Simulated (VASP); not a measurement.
Wanted: the native input for a VASP 6.6.1 run.

```yaml
Task: single point
Functional: PBE
Potentials_or_basis: VASP PAW PBE potentials, release 64 (Nb_sv, Sc_sv)
Cutoff: 520 eV
k_mesh: 10 × 10 × 5
Occupations: fermi-dirac, width 0.05 eV
Spin: no spin polarisation
Dipole_correction: no
Further_INCAR_settings: ALGO = Fast; EDIFF = 1e-07; NBANDS = 19
```

The structure of ScNb lies in POSCAR:

```
ScNb
1.0
    3.0859472334      0.0000000000      0.0000000000
   -1.5429736167      2.6725086988      0.0000000000
    0.0000000000      0.0000000000      5.1057856677
Nb Sc
1 1
Direct
    0.3333333333      0.6666666667      0.5000000000
    0.0000000000      0.0000000000      0.0000000000
```

One way to write it, as run:

INCAR

```
SYSTEM = ScNb
PREC     = Accurate       ! precision mode
ENCUT    = 520            ! plane-wave cutoff, eV
EDIFF    = 1E-7           ! SCF threshold, eV
ISMEAR   = -1             ! smearing method
SIGMA    = 0.05           ! smearing width, eV
LREAL    = .FALSE.        ! projectors in reciprocal space
LASPH    = .TRUE.         ! aspherical terms in the spheres
NELM     = 100            ! most SCF steps
ALGO     = Fast           ! electronic algorithm
ISIF     = 2              ! what is computed and relaxed
LWAVE    = .FALSE.        ! write WAVECAR
LCHARG   = .TRUE.         ! write CHGCAR
GGA      = PE             ! functional
LELF     = .TRUE.         ! ELF
LVHAR    = .TRUE.       
NBANDS   = 19             ! bands
```

KPOINTS

```
regular mesh
0
G
  10 10 5
  0 0 0
```

Potentials or basis: VASP PAW PBE potentials, release 64 (Nb_sv, Sc_sv).

Launch:

```sh
$ cat potpaw_PBE.64/Nb_sv/POTCAR potpaw_PBE.64/Sc_sv/POTCAR > POTCAR
$ mpirun -np 1 vasp_std > vasp.out
```

It gave:

```
Pressure               : -2.1 GPa
Band gap on the k mesh : zero (bands 12 and 13 overlap by 0.89 eV)
```

It took 94 s on 1 thread of Intel(R) Xeon(R) Platinum 8375C CPU @ 2.90GHz (Ice Lake) (shared host), peak memory 0.18 GiB.
